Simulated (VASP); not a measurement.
# La2MgSe4 (I-42d) in VASP: electric field gradients with PBE

Aim: the electric field gradients of La2MgSe4 with PBE.

Everything below comes from runs of VASP 6.6.1. Logs are shortened: lines on timing, memory, paths and dates and some standing lists are left out, and cuts for length are marked.

## (1) The cell of the first run

The structure is tetragonal, space group I-42d (No. 122). Conventional cell: a = 8.825 Å, b = 8.825 Å, c = 9.369 Å, α = 90.00°, β = 90.00°, γ = 90.00°. Within 3.9 Å of La (site symmetry 2) lie 8 Se at 2.94 to 3.40 Å. Mg (site symmetry -4) has 8 Se at 2.77 to 3.43 Å within 3.7 Å. Se (site symmetry 1) has 2 Mg at 2.77 to 3.43 Å and 4 La at 2.94 to 3.40 Å and 7 Se at 3.45 to 3.99 Å within 4.0 Å.

## (2) Electric field gradients, PBE

INCAR

```
SYSTEM = La2MgSe4
ALGO = Normal
EDIFF = 1E-8
ENCUT = 520
GGA = PE
ISIF = 2
ISMEAR = -1
LASPH = .True.
LCHARG = .False.
LEFG = .True.
LREAL = .False.
LWAVE = .False.
NBANDS = 61
NELM = 80
PREC = Accurate
SIGMA = 0.02
```

KPOINTS

```
k-points
0
Gamma
  5 5 5
  0 0 0
```

POSCAR

```
La2MgSe4
1.0
   -4.4125310000      4.4125310000      4.6844170000
    4.4125310000     -4.4125310000      4.6844170000
    4.4125310000      4.4125310000     -4.6844170000
La Mg Se
4 2 8
Direct
    0.8750000000      0.7576750000      0.3826750000
    0.5076750000      0.1250000000      0.8826750000
    0.3750000000      0.4923250000      0.6173250000
    0.2423250000      0.6250000000      0.1173250000
    0.0000000000      0.0000000000      0.0000000000
    0.7500000000      0.2500000000      0.5000000000
    0.5063350000      0.3753250000      0.2676760000
    0.7613410000      0.4936650000      0.8689900000
    0.1076490000      0.2386590000      0.7323240000
    0.6246750000      0.8923510000      0.1310100000
    0.2436650000      0.0113410000      0.3689900000
    0.9886590000      0.3576490000      0.2323240000
    0.6423510000      0.8746750000      0.6310100000
    0.1253250000      0.7563350000      0.7676760000
```

Potentials or basis: VASP PAW PBE potentials, release 64 (La, Mg, Se).

Launch:

```bash
$ cat potpaw_PBE.64/La/POTCAR potpaw_PBE.64/Mg/POTCAR potpaw_PBE.64/Se/POTCAR > POTCAR
$ mpirun -np 1 vasp_std > vasp.out
```

OUTCAR:

```text
SYSTEM = La2MgSe4
   EDIFF = 1E-8
   ENCUT = 520
   GGA = PE
   ISIF = 2
   ISMEAR = -1
   LASPH = .True.
   LREAL = .False.
   NELM = 80
   PREC = Accurate

 ion  position               nearest neighbor table
   1  0.875  0.758  0.383-  10 2.94  14 2.94  11 3.07   7 3.07   9 3.17  13 3.17
   2  0.508  0.125  0.883-  13 2.94   7 2.94   8 3.07  14 3.07  12 3.17  10 3.17
   3  0.375  0.492  0.617-   8 2.94  12 2.94   9 3.07  13 3.07   7 3.17  11 3.17
   4  0.242  0.625  0.117-  11 2.94   9 2.94  12 3.07  10 3.07   8 3.17  14 3.17
   5  0.000  0.000  0.000-  11 2.77  14 2.77  13 2.77  12 2.77
   6  0.750  0.250  0.500-   7 2.77   8 2.77  10 2.77   9 2.77
   7  0.506  0.375  0.268-   6 2.77   2 2.94   1 3.07   3 3.17
   8  0.761  0.494  0.869-   6 2.77   3 2.94   2 3.07   4 3.17
   9  0.108  0.239  0.732-   6 2.77   4 2.94   3 3.07   1 3.17
  10  0.625  0.892  0.131-   6 2.77   1 2.94   4 3.07   2 3.17
  11  0.244  0.011  0.369-   5 2.77   4 2.94   1 3.07   3 3.17
  12  0.989  0.358  0.232-   5 2.77   3 2.94   4 3.07   2 3.17
  13  0.642  0.875  0.631-   5 2.77   2 2.94   3 3.07   1 3.17
  14  0.125  0.756  0.768-   5 2.77   1 2.94   2 3.07   4 3.17

  LATTYP: Found a body centered tetragonal cell.
 ALAT       =     8.8250620000
 C/A-ratio  =     1.0616167909

  Lattice vectors:

 A1 = (  -4.4125310000,   4.4125310000,   4.6844170000)
 A2 = (   4.4125310000,  -4.4125310000,   4.6844170000)
 A3 = (   4.4125310000,   4.4125310000,  -4.6844170000)

Analysis of symmetry for initial positions (statically):
=====================================================================
 Subroutine PRICEL returns:
 Original cell was already a primitive cell.

 Routine SETGRP: Setting up the symmetry group for a
 body centered tetragonal supercell.

 Subroutine GETGRP returns: Found  8 space group operations
 (whereof  4 operations were pure point group operations)
 out of a pool of 16 trial point group operations.

The static configuration has the point symmetry S_4 .
 The point group associated with its full space group is D_2d.

Analysis of symmetry for dynamics (positions and initial velocities):
=====================================================================
 Subroutine PRICEL returns:
 Original cell was already a primitive cell.

 Routine SETGRP: Setting up the symmetry group for a
 body centered tetragonal supercell.

 Subroutine GETGRP returns: Found  8 space group operations
 (whereof  4 operations were pure point group operations)
 out of a pool of 16 trial point group operations.

The dynamic configuration has the point symmetry S_4 .
 The point group associated with its full space group is D_2d.

 Subroutine INISYM returns: Found  8 space group operations
 (whereof  4 operations are pure point group operations),
 and found     1 'primitive' translations

----------------------------------------------------------------------------------------

                                     Primitive cell

  volume of cell :     364.8304

  direct lattice vectors                    reciprocal lattice vectors
    -4.412531000  4.412531000  4.684417000     0.000000000  0.113313652  0.106736868
     4.412531000 -4.412531000  4.684417000     0.113313652  0.000000000  0.106736868
     4.412531000  4.412531000 -4.684417000     0.113313652  0.113313652  0.000000000

  length of vectors
     7.802859878  7.802859878  7.802859878     0.155668695  0.155668695  0.160249703

  position of ions in fractional coordinates (direct lattice)
     0.875000000  0.757675000  0.382675000
     0.507675000  0.125000000  0.882675000
     0.375000000  0.492325000  0.617325000
     0.242325000  0.625000000  0.117325000
     0.000000000  0.000000000  0.000000000
     0.750000000  0.250000000  0.500000000
     0.506335000  0.375325000  0.267676000
     0.761341000  0.493665000  0.868990000
     0.107649000  0.238659000  0.732324000
     0.624675000  0.892351000  0.131010000
     0.243665000  0.011341000  0.368990000
     0.988659000  0.357649000  0.232324000
     0.642351000  0.874675000  0.631010000
     0.125325000  0.756335000  0.767676000

  ion indices of the primitive-cell ions
   primitive index   ion index
                 1           1
                 2           2
                 3           3
                 4           4
                 5           5
                 6           6
                 7           7
                 8           8
                 9           9
                10          10
                11          11
                12          12
                13          13
                14          14
[... 73 lines left out ...]
   POTIM  = 0.5000    time-step for ionic-motion
   TEBEG  =    0.0;   TEEND  =   0.0 temperature during run
   PSTRESS=    0.0 pullay stress
   NELECT =      96.0000    total number of electrons
   NUPDOWN=      -1.0000    fix difference up-down
   EMIN   =  10.00;   EMAX   =-10.00  energy-range for DOS
   EFERMI =   0.00;   METHOD = LEGACY
   ISMEAR =    -1;   SIGMA  =   0.02  broadening in eV -4-tet -1-fermi 0-gaus
   EFERMI_NEDOS =   21; number of points for ismear=-14 and -15
   IALGO  =     38    algorithm
   IMIX   =      4    mixing-type and parameters
     AMIX     =   0.40;   BMIX     =  1.00
     AMIX_MAG =   1.60;   BMIX_MAG =  1.00
  volume/ion in A,a.u.               =      26.06       175.86
  Fermi-wavevector in a.u.,A,eV,Ry     =   1.049063  1.982442 14.973661  1.100533
  Thomas-Fermi vector in A             =   2.184010
   LORBIT       =      0    0 simple, 1 ext, 2 COOP (PROOUT), +10 PAW based schemes
   GGA     = PE    functional components
   LHFCALC =     F    Hartree Fock is set to
   AEXX    =    0.0000 exact exchange contribution
   IVDW    =     0    specifies the selected vdW correction
   LEPSILON=     F    determine dielectric tensor
   LRPA    =     F    only Hartree local field effects (RPA)
 non-spin polarized calculation
  energy-cutoff  :      520.00
  volume of cell :      364.83
 maximum number of plane-waves:      9893
 NGX is ok and might be reduce to    60
   NGX = 29   NGY = 29   NGZ = 29

 number of electron      95.9999995 magnetization

 Free energy of the ion-electron system (eV)
  ---------------------------------------------------
  ext. energy  EPLUGINS =         0.00000000
  ---------------------------------------------------
  free energy    TOTEN  =       -74.92667167 eV

  energy without entropy =      -74.92667167  energy(sigma->0) =      -74.92667167

 E-fermi :   5.4134     XC(G=0):  -9.5646

 val. band max:        4.9302088711   @ k =   0.0000   0.0000   0.0000
 cond. band min:       6.6262568997   @ k =   0.0000   0.0000   0.0000
 fundamental gap:      1.6960480286
 Fermi energy:         5.4133924898

 k-point     1 :       0.0000    0.0000    0.0000
  band No.  band energies     occupation
      1     -27.1113      2.00000
      2     -27.0892      2.00000
      3     -27.0892      2.00000
      4     -27.0761      2.00000
      5     -11.1936      2.00000
      6     -11.1611      2.00000
[... 1123 lines left out ...]
     59       7.6630      0.00000
     60       7.7107      0.00000
 [bands above 60 left out]

------------------------ aborting loop because EDIFF is reached ----------------------------------------

  FORCE on cell =-STRESS in cart. coord.  units (eV):
  Direction    XX          YY          ZZ          XY          YZ          ZX
  --------------------------------------------------------------------------------------
  -------------------------------------------------------------------------------------
  Total       -0.0193569     -0.0193569     -0.3517293      0.0000000     -0.0000000      0.0000000
  in kB       -0.0850072     -0.0850072     -1.5446425      0.0000000     -0.0000000      0.0000000
  external PRESSURE =      -0.5715523 kB  Pullay stress =       0.0000000 kB

 VOLUME and BASIS-vectors are now :
 -----------------------------------------------------------------------------
  energy-cutoff  :      520.00
  volume of cell :      364.83
      direct lattice vectors                 reciprocal lattice vectors
    -4.412531000  4.412531000  4.684417000     0.000000000  0.113313652  0.106736868
     4.412531000 -4.412531000  4.684417000     0.113313652  0.000000000  0.106736868
     4.412531000  4.412531000 -4.684417000     0.113313652  0.113313652  0.000000000

 POSITION                                       TOTAL-FORCE (eV/Angst)
 -----------------------------------------------------------------------------------
      1.17087      2.20627      5.85552        -0.037254      0.000000     -0.000000
      2.20627      5.58340     -1.17110         0.000000     -0.037254     -0.000000
      3.24167      2.20627      1.17110         0.037254     -0.000000      0.000000
      2.20627     -1.17087      3.51331        -0.000000      0.037254      0.000000
      0.00000      0.00000      0.00000        -0.000000      0.000000      0.000000
      0.00000      4.41253      2.34221        -0.000000      0.000000      0.000000
      0.60304      1.75921      2.87616         0.017497      0.004405      0.009785
      2.65332      5.01557      1.80826        -0.004405      0.017497     -0.009785
      3.80949      2.65332     -1.80826        -0.017497     -0.004405      0.009785
      1.75921     -0.60304      6.49268         0.004405     -0.017497     -0.009785
      0.60304      2.65332     -0.53395         0.017497     -0.004405     -0.009785
     -1.75921      3.80949      5.21837        -0.004405     -0.017497      0.009785
      3.80949      1.75921      4.15047        -0.017497      0.004405     -0.009785
      6.17175      0.60304      0.53395         0.004405      0.017497      0.009785
 -----------------------------------------------------------------------------------
    total drift:                                0.000000      0.000000     -0.000000

  FREE ENERGIE OF THE ION-ELECTRON SYSTEM (eV)
  ---------------------------------------------------
  free  energy   TOTEN  =       -74.9266716725 eV

  energy  without entropy=      -74.9266716725  energy(sigma->0) =      -74.92667167

 Electric field gradients (V/A^2)
---------------------------------------------------------------------
 ion       V_xx      V_yy      V_zz      V_xy      V_xz      V_yz
---------------------------------------------------------------------
   1      95.897   -47.656   -48.240    -0.000    -0.000    25.482
   2     -47.656    95.897   -48.240    -0.000    25.482    -0.000
   3      95.897   -47.656   -48.240    -0.000    -0.000   -25.482
   4     -47.656    95.897   -48.240    -0.000   -25.482    -0.000
   5      -8.334    -8.334    16.668    -0.000    -0.000    -0.000
   6      -8.334    -8.334    16.668    -0.000    -0.000    -0.000
   7     -62.714    67.909    -5.195   -39.235   -22.804   -19.843
   8      67.909   -62.714    -5.195    39.235   -19.843    22.805
   9     -62.714    67.909    -5.195   -39.235    22.805    19.844
  10      67.909   -62.714    -5.195    39.235    19.844   -22.804
  11     -62.714    67.909    -5.195    39.235    22.805   -19.843
  12      67.909   -62.714    -5.195   -39.235    19.844    22.805
  13     -62.714    67.909    -5.195    39.235   -22.804    19.844
  14      67.909   -62.714    -5.195   -39.235   -19.843   -22.804
---------------------------------------------------------------------

 Electric field gradients after diagonalization (V/A^2)
 (convention: |V_zz| > |V_xx| > |V_yy|)
----------------------------------------------------------------------
 ion       V_xx      V_yy      V_zz     asymmetry (V_yy - V_xx)/ V_zz
----------------------------------------------------------------------
   1     -73.432   -22.465    95.897       0.531
   2     -73.432   -22.465    95.897       0.531
   3     -73.432   -22.464    95.897       0.531
   4     -73.432   -22.464    95.897       0.531
   5      -8.334    -8.334    16.668       0.000
   6      -8.334    -8.334    16.668       0.000
   7      80.877     2.378   -83.254       0.943
   8      80.877     2.378   -83.255       0.943
   9      80.877     2.378   -83.255       0.943
  10      80.877     2.378   -83.255       0.943
  11      80.877     2.378   -83.255       0.943
  12      80.877     2.378   -83.255       0.943
  13      80.877     2.378   -83.255       0.943
  14      80.877     2.378   -83.254       0.943
----------------------------------------------------------------------

           NMR quadrupolar parameters

 Cq : quadrupolar parameter    Cq=e*Q*V_zz/h
 eta: asymmetry parameters     (V_yy - V_xx)/ V_zz
 Q  : nuclear electric quadrupole moment in mb (millibarn)
----------------------------------------------------------------------
 ion       Cq(MHz)       eta       Q (mb)
----------------------------------------------------------------------
   1       0.232       0.531       1.000
   2       0.232       0.531       1.000
   3       0.232       0.531       1.000
   4       0.232       0.531       1.000
   5       0.040       0.000       1.000
   6       0.040       0.000       1.000
   7      -0.201       0.943       1.000
   8      -0.201       0.943       1.000
   9      -0.201       0.943       1.000
  10      -0.201       0.943       1.000
  11      -0.201       0.943       1.000
  12      -0.201       0.943       1.000
  13      -0.201       0.943       1.000
  14      -0.201       0.943       1.000
----------------------------------------------------------------------
```

Wall time 36 min (1 thread of Intel Xeon 8259CL, shared host); peak memory 0.73 GiB.

Results:

```
Free energy                             : -74.9267 eV
Pressure                                : -0.1 GPa
Largest force                           : 0.037 eV/Å
Band gap on the k mesh                  : 1.70 eV
Largest electric field gradient by atom : La +95.9; Mg +16.7; Se -83.3 V/Å²
```

Forces on the atoms (eV/Å):
```
La  -0.037  0.000  0.000
La   0.000 -0.037  0.000
La   0.037  0.000  0.000
La   0.000  0.037  0.000
Mg   0.000  0.000  0.000
Mg   0.000  0.000  0.000
Se   0.017  0.004  0.010
Se  -0.004  0.017 -0.010
Se  -0.017 -0.004  0.010
Se   0.004 -0.017 -0.010
Se   0.017 -0.004 -0.010
Se  -0.004 -0.017  0.010
Se  -0.017  0.004 -0.010
Se   0.004  0.017  0.010
```

Levels at points of the mesh, in eV from the valence-band top:
| k point | band 45 | band 46 | band 47 | band 48 | band 49 | band 50 | band 51 | band 52 |
| --- | --- | --- | --- | --- | --- | --- | --- | --- |
| (0.00, 0.00, 0.00) | -0.51 | -0.11 | 0.00 | 0.00 | 1.70 | 1.95 | 2.05 | 2.25 |

Electric field gradients, principal values (V/Å²):
```tsv
atom	least	middle	greatest (by size)
1 La	-22.465	-73.432	95.897
2 La	-22.465	-73.432	95.897
3 La	-22.464	-73.432	95.897
4 La	-22.464	-73.432	95.897
5 Mg	-8.334	-8.334	16.668
6 Mg	-8.334	-8.334	16.668
7 Se	2.378	80.877	-83.254
8 Se	2.378	80.877	-83.255
9 Se	2.378	80.877	-83.255
10 Se	2.378	80.877	-83.255
11 Se	2.378	80.877	-83.255
12 Se	2.378	80.877	-83.255
13 Se	2.378	80.877	-83.255
14 Se	2.378	80.877	-83.254
```

Caveat: without QUAD_EFG the Cq values of the log hold for a quadrupole moment of 1 mb, not for the nuclei; spin-orbit coupling is left out, which moves the levels of the heavy elements. A k mesh can miss the band edges.
